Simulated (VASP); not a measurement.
Input of a VASP 6.6.1 run:

File INCAR:

```
  PREC = Accurate
  ENCUT = 500
  EDIFF = 1E-6
  ISMEAR = -1
  SIGMA = 0.02
  LREAL = False
  LASPH = True
  NELM = 120
  ALGO = Normal
  ISIF = 2
  LWAVE = False
  LCHARG = True
  GGA = PS
  LELF = True
  LVHAR = True
  NBANDS = 14
  GGA_COMPAT = False
```

Contents of KPOINTS:

```
Automatic mesh
0
Gamma
  8 8 8
```

File POSCAR:

```
NaCl
1.0
    3.5021900000      0.0000000000      0.0000000000
    0.0000000000      3.5021900000      0.0000000000
    0.0000000000      0.0000000000      3.5021900000
Cl Na
1 1
Direct
    0.5000000000      0.5000000000      0.5000000000
    0.0000000000      0.0000000000      0.0000000000
```

Potentials or basis: VASP PAW PBE potentials, release 64 (Cl, Na_pv).

Command:

```console
$ cat potpaw_PBE.64/Cl/POTCAR potpaw_PBE.64/Na_pv/POTCAR > POTCAR
$ mpirun -np 1 vasp_std > vasp.out
```

(1) Predict the pressure.

(2) Predict the band gap on the k mesh.

## Answers

(1) -1.2 GPa.

(2) 3.84 eV, indirect (least direct gap 4.34 eV).

Caveat: the PAW data sets were made with another functional, which shifts forces and pressure a little.
